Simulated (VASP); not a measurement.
Ti3CN3, 7 atoms in the cell. The cell holds a slab with vacuum, 7 atoms: a = 3.003 Å, b = 3.003 Å, c = 21.554 Å, α = 90.00°, β = 90.00°, γ = 120.00°. 

```yaml
Program: VASP 6.6.1
Task: single point
Functional: PBE
Potentials_or_basis: VASP PAW PBE potentials, release 64 (N, Ti_sv, C)
Cutoff: 520 eV
k_mesh: 9 × 9 × 1
Occupations: gaussian, width 0.1 eV
Spin: no spin polarisation
Dipole_correction: yes
Further_INCAR_settings: ALGO = Normal; EDIFF = 1e-06; NBANDS = 36
```

Potentials or basis: VASP PAW PBE potentials, release 64 (N, Ti_sv, C).

Run with:

```bash
$ cat potpaw_PBE.64/N/POTCAR potpaw_PBE.64/Ti_sv/POTCAR potpaw_PBE.64/C/POTCAR > POTCAR
$ mpirun -np 1 vasp_std > vasp.out
```

Hardware: 1 thread of Intel(R) Xeon(R) Platinum 8259CL CPU @ 2.50GHz (Skylake/Cascade Lake) (shared host).

Q: How long does it take, and how much memory?

A: Wall time 3.4 min on 1 thread of Intel(R) Xeon(R) Platinum 8259CL CPU @ 2.50GHz (Skylake/Cascade Lake), with other jobs on the host, peak memory 0.32 GiB. Counts: scf iterations 31, k points 12.
